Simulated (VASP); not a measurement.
Wanted: the native input for a VASP 6.6.1 run.

```
Task                   : single point
Functional             : PBE
Potentials or basis    : VASP PAW PBE potentials, release 64 (Si, O)
Cutoff                 : 520 eV
k mesh                 : 10 × 10 × 10
Occupations            : fermi-dirac, width 0.02 eV
Spin                   : no spin polarisation
Dipole correction      : no
Further INCAR settings : ALGO = Normal; EDIFF = 1e-06; NBANDS = 15
```

The structure of SiO2 lies in POSCAR:

```
SiO2
1.0
    0.0000000000      2.2641691173      2.3773775731
    2.2641691173      0.0000000000      2.3773775731
    2.2641691173      2.2641691173      0.0000000000
Si O
1 2
Direct
    0.0000000000      0.0000000000      0.0000000000
    0.2500000000      0.2500000000      0.2500000000
    0.7500000000      0.7500000000      0.7500000000
```

This cell differs from its parent crystal: uniaxial z strain +5.0%.

These files were run (other wordings do the same):

INCAR

```
SYSTEM = SiO2
  PREC = Accurate
  ENCUT = 520
  EDIFF = 1E-6
  ISMEAR = -1
  SIGMA = 0.02
  LREAL = .False.
  LASPH = .True.
  NELM = 60
  ALGO = Normal
  ISIF = 2
  LWAVE = .False.
  LCHARG = .False.
  GGA = PE
  NBANDS = 15
```

KPOINTS

```
regular mesh
0
Gamma
  10 10 10
  0 0 0
```

Potentials or basis: VASP PAW PBE potentials, release 64 (Si, O).

The run is started by

```console
$ cat potpaw_PBE.64/Si/POTCAR potpaw_PBE.64/O/POTCAR > POTCAR
$ mpirun -np 1 vasp_std > vasp.out
```

It gave:

The pressure is -2.6 GPa and the band gap on the k mesh is 1.22 eV (least direct gap 1.47 eV).

Caveat: the cell differs from its parent crystal (uniaxial z strain +5.0%).

Run time: 45 s on 1 thread of Intel Xeon 8259CL, with other jobs on the host, peak memory 0.15 GiB.
